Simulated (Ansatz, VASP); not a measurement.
# One calculation of W, two programs

Contents of INCAR:

```
PREC = Accurate
ENCUT = 520
EDIFF = 1E-8
ISMEAR = -1
SIGMA = 0.05
LREAL = F
LASPH = T
NELM = 60
ALGO = Normal
ISIF = 2
LWAVE = F
LCHARG = F
LEFG = T
NBANDS = 13
```

File KPOINTS:

```
regular mesh
0
Gamma
  14 14 14
```

POSCAR

```
W
1.0
    0.0000000000      1.9885598007      1.9885598007
    1.9885598007      0.0000000000      1.9885598007
    1.9885598007      1.9885598007      0.0000000000
W
1
Direct
    0.0000000000      0.0000000000      0.0000000000
```

Input for Ansatz:

```yaml
crystal:
  lattice:
    - [0.0, 1.9885598007, 1.9885598007]
    - [1.9885598007, 0.0, 1.9885598007]
    - [1.9885598007, 1.9885598007, 0.0]
  atoms:
    - { symbol: W, position: [0.0, 0.0, 0.0] }
kpoints:
  mp_grid: { grid: [14, 14, 14] }
scf:
  occupations: { method: fermi_dirac, width: 0.05 }
hamiltonian:
  xc: lda
  pseudopotentials: { kind: paw }
output:
  forces: true
  stress: true
  eigenvalues: true
  efg: { contact_densities: true }
```

Change from the starting cell: volume scaled by 0.94, PAW files.

Alike in both runs: task electric field gradients; functional LDA; k mesh 14 × 14 × 14; occupations fermi-dirac, width 0.05 eV; no spin polarisation.

|  | VASP | Ansatz |
| --- | --- | --- |
| version | VASP 6.6.1 | Ansatz 0.2.0 |
| potentials or method | VASP PAW LDA potentials, release 64 (W_sv) | PAW with Ansatz's default frozen-core files, scalar-relativistic |
| plane-wave cutoff (eV) | 520 | 420 |
| valence electrons in the cell | 14 | 14 |

|  | VASP | Ansatz | Ansatz less VASP |
| --- | --- | --- | --- |
| pressure (GPa) | 1.0 | -0.8 | -1.82 |

LDA's correlation is that of Perdew and Zunger in VASP and of Perdew and Wang (1992) in Ansatz.

Neither program's run includes spin-orbit coupling.
